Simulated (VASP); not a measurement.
Input of a VASP 6.6.1 run:

The input POSCAR:

```
AgI
1.0
    0.0000000000      3.2350000000      3.2350000000
    3.2350000000      0.0000000000      3.2350000000
    3.2350000000      3.2350000000      0.0000000000
Ag I
1 1
Direct
    0.0000000000      0.0000000000      0.0000000000
    0.2500000000      0.2500000000      0.2500000000
```

Contents of INCAR.step1:

```
SYSTEM = AgI
PREC = Accurate
ENCUT = 400
EDIFF = 1E-5
ISMEAR = -1
SIGMA = 0.1
LREAL = .False.
LASPH = .True.
NELM = 120
ALGO = Normal
ISIF = 2
LWAVE = .True.
NBANDS = 16
GGA = PE
GGA_COMPAT = .False.
```

File INCAR.step2:

```
SYSTEM = AgI
PREC = Accurate
ENCUT = 400
EDIFF = 1E-6
ISMEAR = -1
SIGMA = 0.1
LREAL = .False.
LASPH = .True.
NELM = 120
ALGO = Normal
ISIF = 2
LWAVE = .False.
LCHARG = .True.
GGA = PE
LHFCALC = .True.
HFSCREEN = 0.2079
PRECFOCK = Normal
LELF = .True.
LVHAR = .True.
NBANDS = 16
ISTART = 1
GGA_COMPAT = .False.
```

Contents of KPOINTS:

```
Automatic mesh
0
Gamma
  2 2 2
  0 0 0
```

Potentials or basis: VASP PAW PBE potentials, release 64 (Ag, I).

Command:

```console
$ cat potpaw_PBE.64/Ag/POTCAR potpaw_PBE.64/I/POTCAR > POTCAR
$ cp INCAR.step1 INCAR
$ mpirun -np 1 vasp_std > vasp.out
$ cp INCAR.step2 INCAR
$ mpirun -np 1 vasp_std > vasp.out
```

Question: Estimate the band gap on the k mesh.

Answer: 2.59 eV.

Question: Predict the pressure.

Answer: 4.5 GPa.

Caveat: the k points lie up to 0.84 Å⁻¹ apart; the PAW data sets were made with another functional, which shifts forces and pressure a little; spin-orbit coupling is left out, which moves the levels of the heavy elements.
